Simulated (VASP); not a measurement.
# WI2O2 (Immm) in VASP: a series of runs

Runs on WI2O2. Level: PBE. Tasks: single point.

All numbers are computed with VASP 6.6.1; they aren't measurements. Logs are shortened: lines on timing, memory, paths and dates and some standing lists are left out, and cuts for length are marked.

## (1) The cell of the first run

The typed cell holds 5 atoms: a = 8.827 Å, b = 8.827 Å, c = 8.827 Å, α = 155.11°, β = 155.10°, γ = 35.49°.

## (2) Single point, PBE

Input file INCAR:

```
PREC     = Accurate       # precision mode
ENCUT    = 520            # plane-wave cutoff, eV
EDIFF    = 1E-6           # SCF threshold, eV
ISMEAR   = 0              # smearing method
SIGMA    = 0.05           # smearing width, eV
LREAL    = False          # projectors in reciprocal space
LASPH    = True           # aspherical terms in the spheres
NELM     = 60             # most SCF steps
ALGO     = Normal         # electronic algorithm
ISIF     = 2              # what is computed and relaxed
LWAVE    = False          # write WAVECAR
LCHARG   = True           # write CHGCAR
GGA      = PE             # functional
LELF     = True           # ELF
LVHAR    = True         
NBANDS   = 28             # bands
```

Input file KPOINTS:

```
regular mesh
0
Gamma
  6 6 6
```

Input file POSCAR:

```
WI2O2
1.0
   -1.9019821537      1.9026560607      8.4071169306
    1.9019821537     -1.9026560607      8.4071169306
    1.9019821537      1.9026560607     -8.4071169306
W I O
1 2 2
Direct
    0.0000000000      0.0000000000      0.0000000000
    0.1611668394      0.1611668394      0.0000000000
    0.8388331606      0.8388331606      0.0000000000
    0.5000000000      0.0000000000      0.5000000000
    0.0000000000      0.5000000000      0.5000000000
```

Potentials or basis: VASP PAW PBE potentials, release 64 (W_sv, I, O).

Run with:

```bash
$ cat potpaw_PBE.64/W_sv/POTCAR potpaw_PBE.64/I/POTCAR potpaw_PBE.64/O/POTCAR > POTCAR
$ mpirun -np 1 vasp_std > vasp.out
```

OUTCAR:

```text
PREC = Accurate
   ENCUT = 520
   EDIFF = 1E-6
   ISMEAR = 0
   LREAL = False
   LASPH = True
   NELM = 60
   ISIF = 2
   GGA = PE

 ion  position               nearest neighbor table
   1  0.000  0.000  0.000-   5 1.90   5 1.90   4 1.90   4 1.90   2 2.71   3 2.71
   2  0.161  0.161  0.000-   1 2.71
   3  0.839  0.839  0.000-   1 2.71
   4  0.500  0.000  0.500-   1 1.90   1 1.90
   5  0.000  0.500  0.500-   1 1.90   1 1.90

  LATTYP: Found a body centered orthorhombic cell.
 ALAT       =     3.8039643074
 B/A-ratio  =     1.0003543183
 C/A-ratio  =     4.4201870739

  Lattice vectors:

 A1 = (  -1.9019821537,   1.9026560607,   8.4071169306)
 A2 = (   1.9019821537,  -1.9026560607,   8.4071169306)
 A3 = (   1.9019821537,   1.9026560607,  -8.4071169306)

Analysis of symmetry for initial positions (statically):
=====================================================================
 Subroutine PRICEL returns:
 Original cell was already a primitive cell.

 Routine SETGRP: Setting up the symmetry group for a
 body centered orthorhombic supercell.

 Subroutine GETGRP returns: Found  8 space group operations
 (whereof  8 operations were pure point group operations)
 out of a pool of  8 trial point group operations.

The static configuration has the point symmetry D_2h.

Analysis of symmetry for dynamics (positions and initial velocities):
=====================================================================
 Subroutine PRICEL returns:
 Original cell was already a primitive cell.

 Routine SETGRP: Setting up the symmetry group for a
 body centered orthorhombic supercell.

 Subroutine GETGRP returns: Found  8 space group operations
 (whereof  8 operations were pure point group operations)
 out of a pool of  8 trial point group operations.

The dynamic configuration has the point symmetry D_2h.

 Subroutine INISYM returns: Found  8 space group operations
 (whereof  8 operations are pure point group operations),
 and found     1 'primitive' translations

----------------------------------------------------------------------------------------

                                     Primitive cell

  volume of cell :     121.6953

  direct lattice vectors                    reciprocal lattice vectors
    -1.901982154  1.902656061  8.407116931     0.000000000  0.262790533  0.059473420
     1.901982154 -1.902656061  8.407116931     0.262883644  0.000000000  0.059473420
     1.901982154  1.902656061 -8.407116931     0.262883644  0.262790533  0.000000000

  length of vectors
     8.827074900  8.827074900  8.827074900     0.269436360  0.269527175  0.371707781

  position of ions in fractional coordinates (direct lattice)
     0.000000000  0.000000000  0.000000000
     0.161166839  0.161166839  0.000000000
     0.838833161  0.838833161  0.000000000
     0.500000000  0.000000000  0.500000000
     0.000000000  0.500000000  0.500000000

  ion indices of the primitive-cell ions
   primitive index   ion index
                 1           1
                 2           2
                 3           3
                 4           4
                 5           5

----------------------------------------------------------------------------------------

 KPOINTS: regular mesh

Automatic generation of k-mesh.
 Grid dimensions read from file:
 generate k-points for:    6    6    6

 Generating k-lattice:

  Cartesian coordinates                     Fractional coordinates (reciprocal lattice)
     0.000000000  0.043798422  0.009912237     0.166666667  0.000000000  0.000000000
     0.043813941  0.000000000  0.009912237    -0.000000000  0.166666667  0.000000000
     0.043813941  0.043798422  0.000000000    -0.000000000  0.000000000  0.166666667

  Length of vectors
     0.044906060  0.044921196  0.061951297

  Shift w.r.t. Gamma in fractional coordinates (k-lattice)
     0.000000000  0.000000000  0.000000000

 Subroutine IBZKPT returns following result:
 ===========================================

 Found     46 irreducible k-points:

 Following reciprocal coordinates:
            Coordinates               Weight
  0.000000  0.000000  0.000000      1.000000
  0.166667  0.000000  0.000000      4.000000
  0.333333  0.000000  0.000000      4.000000
  0.500000 -0.000000  0.000000      2.000000
 -0.000000  0.166667  0.000000      4.000000
  0.166667  0.166667  0.000000      8.000000
[... 16 lines left out ...]
 -0.166667  0.166667  0.166667      2.000000
  0.166667  0.333333  0.166667      4.000000
 [... further k-points ...]
   k-points           NKPTS =     46   k-points in BZ     NKDIM =     46   number of bands    NBANDS=     28
   number of dos      NEDOS =    301   number of ions     NIONS =      5
   total plane-waves  NPLWV = 343000
   dimension x,y,z NGX =    70 NGY =   70 NGZ =   70
   dimension x,y,z NGXF=   140 NGYF=  140 NGZF=  140
   ions per type =               1   2   2
   NGX,Y,Z   is equivalent  to a cutoff of  13.18, 13.18, 13.18 a.u.
   NGXF,Y,Z  is equivalent  to a cutoff of  26.37, 26.37, 26.37 a.u.
 SYSTEM =  unknown system
   PREC   = accura    normal or accurate (medium, high low for compatibility)
   ISTART =      0    job   : 0-new  1-cont  2-samecut
   ICHARG =      2    charge: 1-file 2-atom 10-const
   ISPIN  =      1    spin polarized calculation?
   LNONCOLLINEAR =      F non collinear calculations
   LSORBIT =      F    spin-orbit coupling
   LASPH  =      T    aspherical Exc in radial PAW
   ENCUT  =  520.0 eV  38.22 Ry    6.18 a.u.  16.41 16.41 16.41*2*pi/ulx,y,z
   NELM   =     60;   NELMIN=  2; NELMDL= -5     # of ELM steps
   EDIFF  = 0.1E-05   stopping-criterion for ELM
   LREAL  =      F    real-space projection
   EDIFFG = 0.1E-04   stopping-criterion for IOM
   NSW    =      0    number of steps for IOM
   IBRION =     -1    ionic relax: 0-MD 1-quasi-New 2-CG
   NFREE  =      0    steps in history (QN), initial steepest desc. (CG)
   ISIF   =      2    stress and relaxation
   ISYM   =      2    0-nonsym 1-usesym 2-fastsym
   POTIM  = 0.5000    time-step for ionic-motion
   TEBEG  =    0.0;   TEEND  =   0.0 temperature during run
   PSTRESS=    0.0 pullay stress
   NELECT =      40.0000    total number of electrons
   NUPDOWN=      -1.0000    fix difference up-down
   EMIN   =  10.00;   EMAX   =-10.00  energy-range for DOS
   EFERMI =   0.00;   METHOD = LEGACY
   ISMEAR =     0;   SIGMA  =   0.05  broadening in eV -4-tet -1-fermi 0-gaus
   EFERMI_NEDOS =   21; number of points for ismear=-14 and -15
   IALGO  =     38    algorithm
   IMIX   =      4    mixing-type and parameters
     AMIX     =   0.40;   BMIX     =  1.00
     AMIX_MAG =   1.60;   BMIX_MAG =  1.00
  volume/ion in A,a.u.               =      24.34       164.25
  Fermi-wavevector in a.u.,A,eV,Ry     =   1.129805  2.135022 17.367289  1.276460
  Thomas-Fermi vector in A             =   2.266500
   LORBIT       =      0    0 simple, 1 ext, 2 COOP (PROOUT), +10 PAW based schemes
   GGA     = PE    functional components
   LHFCALC =     F    Hartree Fock is set to
   AEXX    =    0.0000 exact exchange contribution
   IVDW    =     0    specifies the selected vdW correction
   LEPSILON=     F    determine dielectric tensor
   LRPA    =     F    only Hartree local field effects (RPA)
 non-spin polarized calculation
 Gauss-broadening in eV      SIGMA  =   0.05
  energy-cutoff  :      520.00
  volume of cell :      121.70
 maximum number of plane-waves:      3302
 NGX is ok and might be reduce to    70
   NGX = 33   NGY = 33   NGZ = 33

 number of electron      40.0000000 magnetization

 Free energy of the ion-electron system (eV)
  ---------------------------------------------------
  ext. energy  EPLUGINS =         0.00000000
  ---------------------------------------------------
  free energy    TOTEN  =       -32.10569056 eV

  energy without entropy =      -32.10385545  energy(sigma->0) =      -32.10477301

 E-fermi :   3.6586     XC(G=0):  -9.0205

 val. band max:        3.6315573541   @ k =   0.5000  -0.0000   0.0000
 cond. band min:       3.6821971876   @ k =  -0.1667   0.1667   0.1667
 fundamental gap:      0.0506398335
 Fermi energy:         3.6585690230

 k-point     1 :       0.0000    0.0000    0.0000
  band No.  band energies     occupation
      1     -72.0917      2.00000
      2     -36.3361      2.00000
      3     -36.3352      2.00000
      4     -36.1461      2.00000
      5     -16.1762      2.00000
      6     -15.6346      2.00000
[... 20 lines left out ...]
     27       9.3984      0.00000
     28      10.4226      0.00000

 k-point     2 :       0.1667    0.0000    0.0000
  band No.  band energies     occupation
      1     -72.0916      2.00000
      2     -36.3563      2.00000
      3     -36.3352      2.00000
      4     -36.1451      2.00000
      5     -16.0326      2.00000
      6     -15.4530      2.00000
[... 20 lines left out ...]
     27      10.0989      0.00000
     28      11.4427      0.00000

 k-point     3 :       0.3333    0.0000    0.0000
  band No.  band energies     occupation
      1     -72.0913      2.00000
      2     -36.3981      2.00000
      3     -36.3334      2.00000
      4     -36.1432      2.00000
      5     -15.9129      2.00000
      6     -14.8268      2.00000
[... 20 lines left out ...]
     27      10.7522      0.00000
     28      11.2397      0.00000

 k-point     4 :       0.5000   -0.0000    0.0000
  band No.  band energies     occupation
      1     -72.0911      2.00000
      2     -36.4188      2.00000
      3     -36.3325      2.00000
      4     -36.1422      2.00000
      5     -15.8866      2.00000
      6     -14.4109      2.00000
[... 578 lines left out ...]
     27      10.2593      0.00000
     28      10.9393      0.00000

 k-point    23 :      -0.1667    0.1667    0.1667
  band No.  band energies     occupation
      1     -72.0913      2.00000
      2     -36.3993      2.00000
      3     -36.3324      2.00000
      4     -36.1431      2.00000
      5     -15.9060      2.00000
      6     -14.8308      2.00000
[... 20 lines left out ...]
     27      11.0921      0.00000
     28      11.1325      0.00000

 k-point    24 :       0.1667    0.3333    0.1667
  band No.  band energies     occupation
      1     -72.0906      2.00000
      2     -36.4171      2.00000
      3     -36.3941      2.00000
      4     -36.1392      2.00000
      5     -14.8173      2.00000
      6     -14.3877      2.00000
[... 20 lines left out ...]
     27      10.2580      0.00000
     28      10.9396      0.00000

 [... further k-points ...]
[... 5 lines left out ...]
  --------------------------------------------------------------------------------------
  -------------------------------------------------------------------------------------
  Total        1.9067357      1.8345713      1.4977373      0.0000000      0.0000000      0.0000000
  in kB       25.1030953     24.1530160     19.7184343      0.0000000      0.0000000      0.0000000
  external PRESSURE =      22.9915152 kB  Pullay stress =       0.0000000 kB

 VOLUME and BASIS-vectors are now :
 -----------------------------------------------------------------------------
  energy-cutoff  :      520.00
  volume of cell :      121.70
      direct lattice vectors                 reciprocal lattice vectors
    -1.901982154  1.902656061  8.407116931     0.000000000  0.262790533  0.059473420
     1.901982154 -1.902656061  8.407116931     0.262883644  0.000000000  0.059473420
     1.901982154  1.902656061 -8.407116931     0.262883644  0.262790533  0.000000000

 POSITION                                       TOTAL-FORCE (eV/Angst)
 -----------------------------------------------------------------------------------
      0.00000      0.00000      0.00000         0.000000      0.000000      0.000000
      0.00000      0.00000      2.70990        -0.000000      0.000000      0.035107
      0.00000      0.00000     14.10434         0.000000     -0.000000     -0.035107
      0.00000      1.90266      0.00000         0.000000      0.000000      0.000000
      1.90198      0.00000      0.00000         0.000000      0.000000      0.000000
 -----------------------------------------------------------------------------------
    total drift:                                0.000000      0.000000     -0.000000

  FREE ENERGIE OF THE ION-ELECTRON SYSTEM (eV)
  ---------------------------------------------------
  free  energy   TOTEN  =       -32.1056905626 eV

  energy  without entropy=      -32.1038554534  energy(sigma->0) =      -32.10477301
```

Run time: 6.7 min. Hardware: 1 thread of Intel Xeon 6975P-C (Granite Rapids), shared host; peak memory 0.73 GiB.

Results:

| Quantity | Value |
| --- | --- |
| Free energy | -32.1057 eV |
| Pressure | 2.3 GPa |
| Largest force | 0.035 eV/Å |
| Band gap on the k mesh | zero (bands 20 and 21 overlap by 0.55 eV) |

Forces on the atoms (eV/Å):
```
W    0.000  0.000  0.000
I    0.000  0.000  0.035
I    0.000  0.000 -0.035
O    0.000  0.000  0.000
O    0.000  0.000  0.000
```

Caveat: spin-orbit coupling is left out, which moves the levels of the heavy elements.

(Continued in part 2 of 2.)
